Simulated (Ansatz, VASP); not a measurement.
ZnAu in VASP and in Ansatz

```
Au Zn
1.0
     3.14700    0.00000    0.00000
     0.00000    3.14700    0.00000
     0.00000    0.00000    3.14700
Au Zn
1 1
Direct
  0.00000 0.00000 0.00000
  0.50000 0.50000 0.50000
```

Alike in both runs: functional PBEsol; k mesh 8 × 8 × 8; occupations fermi-dirac, width 0.05 eV; non-collinear spin, spin-orbit coupling.

|  | VASP | Ansatz |
| --- | --- | --- |
| version | VASP 6.6.1 | Ansatz 0.2.0 |
| potentials or method | VASP PAW PBE potentials, release 64 (Au, Zn) | Ansatz PAW |
| plane-wave cutoff (eV) | 520 | 420 |
| valence electrons in the cell | 23 | 31 |
| task | single point | band structure |

```csv
,VASP,Ansatz,Ansatz less VASP
pressure (GPa),-2.5,-2.9,-0.41
net moment per atom (μB),0.00,0.00,0.000
```

VASP's potentials were made for PBE, not for PBEsol. VASP's potentials hold 23 valence electrons a cell and Ansatz's 31, so a difference there can come from the potentials and not from the codes.
